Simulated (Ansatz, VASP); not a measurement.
## SnSe2: VASP beside Ansatz

Contents of INCAR:

```
SYSTEM = SnSe2
PREC = Accurate
ENCUT = 600
EDIFF = 1E-7
ISMEAR = 0
SIGMA = 0.01
LREAL = .False.
LASPH = .True.
NELM = 100
ALGO = Normal
ISIF = 3
LWAVE = .False.
LCHARG = .False.
GGA = CA
IBRION = 2
NSW = 100
EDIFFG = -0.002
```

Contents of KPOINTS:

```
Automatic mesh
0
Gamma
  12 12 6
  0 0 0
```

Contents of POSCAR:

```
SnSe2
1.0
    3.8005086736      0.0000000000      0.0000000000
   -1.9002543368      3.2913370586      0.0000000000
    0.0000000000      0.0000000000      5.8952979277
Sn Se
1 2
Direct
    0.0000000000      0.0000000000      0.0000000000
    0.3333333333      0.6666666667      0.2674379574
    0.6666666667      0.3333333333      0.7325620426
```

Input for Ansatz:

```yaml
crystal:
  lattice:
    - [3.8005086736, 0.0, 0.0]
    - [-1.9002543368, 3.2913370586, 0.0]
    - [0.0, 0.0, 5.8952979277]
  atoms:
    - { symbol: Sn, position: [0.0, 0.0, 0.0] }
    - { symbol: Se, position: [0.3333333333, 0.6666666667, 0.2674379574] }
    - { symbol: Se, position: [0.6666666667, 0.3333333333, 0.7325620426] }
basis:
  ecutwfc: 420
kpoints:
  mp_grid: { grid: [12, 12, 6] }
hamiltonian:
  xc: lda
scf:
  occupations: { method: gaussian, width: 0.01 }
output:
  forces: true
  stress: true
  eigenvalues: true
relax:
  adjacent_minimum: "off"
  f_tol: 0.002
  max_steps: 80
  cell: { stress_tol: 0.02 }
```

Alike in both runs: task relaxation of cell and atoms; functional LDA; k mesh 12 × 12 × 6; occupations gaussian, width 0.01 eV; no spin polarisation.

|  | VASP | Ansatz |
| --- | --- | --- |
| version | VASP 6.6.1 | Ansatz 0.2.0 |
| potentials or method | VASP PAW LDA potentials, release 64 (Sn_d, Se), cutoff 600 eV | scalar-relativistic, plane waves, PAW |
| valence electrons in the cell | 26 | 46 |

|  | VASP | Ansatz | Ansatz less VASP |
| --- | --- | --- | --- |
| gap on the k mesh at the Fermi level, each at its own relaxed structure (eV) | 0.18 | 0.17 | -0.009 |
| relaxed volume (Å³/atom) | 24.63 | 24.57 | -0.063 |
| relaxed length of the cell vector where the two differ most in proportion (Å) | 5.899 | 5.893 | -0.0061 |

LDA's correlation is that of Perdew and Zunger in VASP and of Perdew and Wang (1992) in Ansatz. VASP's potentials hold 26 valence electrons a cell and Ansatz's 46, so a difference there can come from the potentials and not from the codes.
